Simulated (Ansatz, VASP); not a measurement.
One calculation of ZnS, two programs

The input POSCAR:

```
ZnS
1.0
    3.8087369172      0.0000000000      0.0000000000
   -1.9043684586      3.2984629266      0.0000000000
    0.0000000000      0.0000000000     12.4664651906
Zn S
4 4
Direct
    0.0000000000      0.0000000000     -0.0239448701
    0.0000000000      0.0000000000      0.4760551299
    0.3333333333      0.6666666667      0.2741351771
    0.6666666667      0.3333333333      0.7741351771
    0.0000000000      0.0000000000      0.1813708133
    0.0000000000      0.0000000000      0.6813708133
    0.3333333333      0.6666666667      0.4434333761
    0.6666666667      0.3333333333      0.9434333761
```

The input INCAR.step1:

```
SYSTEM = ZnS
  PREC = Accurate
  ENCUT = 520
  ISMEAR = 0
  SIGMA = 0.05
  LREAL = .False.
  LASPH = .True.
  NELM = 100
  NBANDS = 46
  GGA = PE
  ALGO = Normal
  EDIFF = 1E-4
  LWAVE = .True.
  LCHARG = .False.
```

Contents of INCAR.step2:

```
SYSTEM = ZnS
  PREC = Accurate
  ENCUT = 520
  EDIFF = 1E-6
  ISMEAR = 0
  SIGMA = 0.05
  LREAL = .False.
  LASPH = .True.
  NELM = 100
  ALGO = Normal
  ISIF = 2
  LWAVE = .False.
  LCHARG = .False.
  METAGGA = R2SCAN
  LMIXTAU = .True.
  NBANDS = 46
  ISTART = 1
```

File KPOINTS:

```
Automatic mesh
0
Gamma
  6 6 2
  0 0 0
```

Input for Ansatz:

```yaml
crystal:
  lattice:
    - [3.8087369172, 0.0, 0.0]
    - [-1.9043684586, 3.2984629266, 0.0]
    - [0.0, 0.0, 12.4664651906]
  atoms:
    - { symbol: Zn, position: [0.0, 0.0, -0.0239448701] }
    - { symbol: Zn, position: [0.0, 0.0, 0.4760551299] }
    - { symbol: Zn, position: [0.3333333333, 0.6666666667, 0.2741351771] }
    - { symbol: Zn, position: [0.6666666667, 0.3333333333, 0.7741351771] }
    - { symbol: S, position: [0.0, 0.0, 0.1813708133] }
    - { symbol: S, position: [0.0, 0.0, 0.6813708133] }
    - { symbol: S, position: [0.3333333333, 0.6666666667, 0.4434333761] }
    - { symbol: S, position: [0.6666666667, 0.3333333333, 0.9434333761] }
basis:
  ecutwfc: 500
kpoints:
  mp_grid: { grid: [6, 6, 2] }
hamiltonian:
  xc: r2scan
scf:
  occupations: { method: gaussian, width: 0.05 }
output:
  forces: true
  stress: true
  eigenvalues: true
```

Change from the starting cell: mode 12 (196.1 1/cm) frozen in, largest displacement +0.300 Å.

Alike in both runs: task single point; functional r2SCAN; k mesh 6 × 6 × 2; occupations gaussian, width 0.05 eV; no spin polarisation.

|  | VASP | Ansatz |
| --- | --- | --- |
| version | VASP 6.6.1 | Ansatz 0.2.0 |
| potentials or method | VASP PAW PBE potentials, release 64 (Zn, S), cutoff 520 eV | scalar-relativistic, plane waves, PAW |
| valence electrons in the cell | 72 | 72 |

Ansatz gave:

- gap on the k mesh at the Fermi level (eV): 1.67
- least direct gap on the mesh (eV): 1.67
- pressure (GPa): 2.0
- traceless stress, the component that is largest in VASP (GPa): 0.68
- rms of the force components (eV/Å): 1.289

Task: Estimate VASP's values.

Result: gap on the k mesh at the Fermi level (eV): 1.66; least direct gap on the mesh (eV): 1.66; pressure (GPa): 2.1; traceless stress, the component that is largest in VASP (GPa): 0.77; rms of the force components (eV/Å): 1.299.

VASP's potentials were made for PBE, not for r2SCAN. Atom by atom the forces differ by 0.013 eV/Å (rms over components). With one functional, cell and mesh, what is left measures potentials, basis and numerics.
